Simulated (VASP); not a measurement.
The system is Zr3TiN4.

```
CELL_PARAMETERS angstrom
3.34798 0.00000 0.00000
0.00000 3.34798 0.00000
0.00000 0.00000 9.46952
ATOMIC_POSITIONS crystal
Zr 0.50000 0.50000 0.25000
Zr 0.00000 0.00000 0.50000
Zr 0.50000 0.50000 0.75000
Ti 0.00000 0.00000 0.00000
N 0.00000 0.00000 0.75000
N 0.50000 0.50000 0.00000
N 0.00000 0.00000 0.25000
N 0.50000 0.50000 0.50000
```

```yaml
Program: VASP 6.6.1
Task: relaxation of cell and atoms
Functional: PBE
Potentials_or_basis: VASP PAW PBE potentials, release 64 (Zr_sv, Ti_sv, N)
Cutoff: 600 eV
k_mesh: 6 × 6 × 2
Occupations: gaussian, width 0.1 eV
Spin: collinear spin, ferromagnetic start
Starting_moments: "[0.0, 0.0, 0.0, 1.0, 0.0, 0.0, 0.0, 0.0] μB"
```

At the start: pressure -25.2 GPa; volume 13.27 Å³/atom.

**Question.** Where does the relaxation end?

**Answer.** Over 10 steps the energy falls by 162.5 meV/atom and the volume is 11.60 Å³/atom (-12.6 %); space group P4/mmm (No. 123, to 0.05 Å); moment 0.00 μB per cell.

Step by step:
| step | energy change (eV) | largest force (eV/Å) | pressure (GPa) | volume (Å³) |
| --- | --- | --- | --- | --- |
| 1 | 0.0000 | 0.7899 | -25.19 | 106.14 |
| 2 | 1.5864 | 1.1243 | 68.59 | 77.21 |
| 3 | -1.2066 | 0.8549 | -1.18 | 93.26 |
| 4 | -1.2096 | 0.8529 | 0.08 | 92.78 |
| 5 | -1.2096 | 0.8519 | 0.78 | 92.53 |
| 6 | -1.2791 | 0.3458 | 0.96 | 92.40 |
| 7 | -1.2957 | 0.1598 | 1.36 | 92.30 |
| 8 | -1.2937 | 0.0251 | -2.27 | 93.63 |
| 9 | -1.2992 | 0.0967 | -0.28 | 92.89 |
| 10 | -1.3000 | 0.0312 | -0.01 | 92.78 |

Final structure:
```
Zr Ti N
1.0
     3.20158    0.00000    0.00000
     0.00000    3.20158    0.00000
     0.00000    0.00000    9.05119
Zr Ti N
3 1 4
Direct
  0.50000 0.50000 0.24138
  0.00000 0.00000 0.50000
  0.50000 0.50000 0.75862
  0.00000 0.00000 0.00000
  0.00000 0.00000 0.75662
  0.50000 0.50000 0.00000
  0.00000 0.00000 0.24338
  0.50000 0.50000 0.50000
```
